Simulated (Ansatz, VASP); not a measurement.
One calculation of Tl, two programs

Contents of INCAR:

```
SYSTEM = Tl
  PREC = Accurate
  ENCUT = 520
  EDIFF = 1E-6
  ISMEAR = -1
  SIGMA = 0.05
  LREAL = .FALSE.
  LASPH = .TRUE.
  NELM = 100
  ALGO = Normal
  ISIF = 2
  LWAVE = .FALSE.
  LCHARG = .FALSE.
  GGA = PE
  NBANDS = 20
```

KPOINTS

```
regular mesh
0
G
  11 11 6
  0 0 0
```

The input POSCAR:

```
Tl
1.0
    3.4559983565      0.0691199671      0.0691199671
   -1.6681395309      2.9584223886      0.0252996639
    0.1105000000      0.1105000000      5.5250000000
Tl
2
Direct
    0.3333333333      0.6666666667      0.2500000000
    0.6666666667      0.3333333333      0.7500000000
```

Input for Ansatz:

```yaml
crystal:
  lattice:
    - [3.4559983565, 0.0691199671, 0.0691199671]
    - [-1.6681395309, 2.9584223886, 0.0252996639]
    - [0.1105, 0.1105, 5.525]
  atoms:
    - { symbol: Tl, position: [0.3333333333, 0.6666666667, 0.25] }
    - { symbol: Tl, position: [0.6666666667, 0.3333333333, 0.75] }
kpoints:
  mp_grid: { grid: [11, 11, 6] }
scf:
  occupations: { method: fermi_dirac, width: 0.05 }
hamiltonian:
  xc: pbe
  pseudopotentials: { kind: all_electron, lapw: { basis_error: 0.0005 } }
output:
  forces: true
  stress: true
  eigenvalues: true
```

Change from the starting cell: equal xy, yz and zx shear strains of +4 %.

Alike in both runs: task single point; functional PBE; k mesh 11 × 11 × 6; occupations fermi-dirac, width 0.05 eV; no spin polarisation.

|  | VASP | Ansatz |
| --- | --- | --- |
| version | VASP 6.6.1 | Ansatz 0.2.0 |
| potentials or method | VASP PAW PBE potentials, release 64 (Tl_d), cutoff 520 eV | all-electron LAPW, scalar-relativistic |

```csv
,VASP,Ansatz,Ansatz less VASP
pressure (GPa),3.2,3.3,+0.08
"traceless stress, the component that is largest in VASP (GPa)",-0.43,-0.43,0.000
rms of the force components (eV/Å),0.020,0.020,0.0000
```

Atom by atom the forces differ by 0.000 eV/Å (rms over components). Ansatz ran all-electron here, and VASP with PAW potentials.

Spin-orbit coupling is off throughout.
